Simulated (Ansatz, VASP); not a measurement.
AlN in VASP and in Ansatz

The input INCAR:

```
SYSTEM = AlN
  PREC = Accurate
  ENCUT = 520
  EDIFF = 1E-7
  ISMEAR = 0
  SIGMA = 0.05
  LREAL = .FALSE.
  LASPH = .TRUE.
  NELM = 100
  ALGO = Normal
  ISIF = 2
  LWAVE = .FALSE.
  LCHARG = .FALSE.
  GGA = PE
  NBANDS = 26
```

File KPOINTS:

```
regular mesh
0
G
  6 6 6
  0 0 0
```

Contents of POSCAR:

```
AlN
1.0
    4.4025164325      0.0000000000      0.0000000000
    0.0000000000     -4.4025164325      0.0000000000
    0.0000000000      0.0000000000     -4.4025164325
Al N
4 4
Direct
   -0.0607121785     -0.1144799816     -0.0607121785
    0.5000000000      0.5000000000      0.0000000000
    0.5000000000      0.0000000000      0.5000000000
    0.0000000000      0.5000000000      0.5000000000
    0.7500000000      0.7500000000      0.7500000000
    0.2500000000      0.2500000000      0.7500000000
    0.2500000000      0.7500000000      0.2500000000
    0.7500000000      0.2500000000      0.2500000000
```

Input for Ansatz:

```yaml
crystal:
  lattice:
    - [4.4025164325, 0.0, 0.0]
    - [0.0, -4.4025164325, 0.0]
    - [0.0, 0.0, -4.4025164325]
  atoms:
    - { symbol: Al, position: [-0.0607121785, -0.1144799816, -0.0607121785] }
    - { symbol: Al, position: [0.5, 0.5, 0.0] }
    - { symbol: Al, position: [0.5, 0.0, 0.5] }
    - { symbol: Al, position: [0.0, 0.5, 0.5] }
    - { symbol: "N", position: [0.75, 0.75, 0.75] }
    - { symbol: "N", position: [0.25, 0.25, 0.75] }
    - { symbol: "N", position: [0.25, 0.75, 0.25] }
    - { symbol: "N", position: [0.75, 0.25, 0.25] }
basis:
  ecutwfc: 420
kpoints:
  mp_grid: { grid: [6, 6, 6] }
hamiltonian:
  xc: pbe
  pseudopotentials: { kind: paw, azcp: { folder: soft_1 } }
scf:
  occupations: { method: gaussian, width: 0.05 }
output:
  forces: true
  stress: true
  eigenvalues: true
```

Alike in both runs: task single point; functional PBE; k mesh 6 × 6 × 6; occupations gaussian, width 0.05 eV; no spin polarisation.

|  | VASP | Ansatz |
| --- | --- | --- |
| version | VASP 6.6.1 | Ansatz 0.2.0 |
| potentials or method | VASP PAW PBE potentials, release 64 (Al, N), cutoff 520 eV | scalar-relativistic, plane waves, PAW |
| valence electrons in the cell | 32 | 32 |

VASP gave:

- gap on the k mesh at the Fermi level (eV): 1.44
- least direct gap on the mesh (eV): 1.57
- pressure (GPa): 25.0
- traceless stress, the component that is largest in VASP (GPa): -31.01
- rms of the force components (eV/Å): 10.606

What did Ansatz give for the same quantities?

gap on the k mesh at the Fermi level (eV): 1.44; least direct gap on the mesh (eV): 1.58; pressure (GPa): 25.5; traceless stress, the component that is largest in VASP (GPa): -31.53; rms of the force components (eV/Å): 10.769.

Atom by atom the forces differ by 0.164 eV/Å (rms over components). With one functional, cell and mesh, what is left measures potentials, basis and numerics.
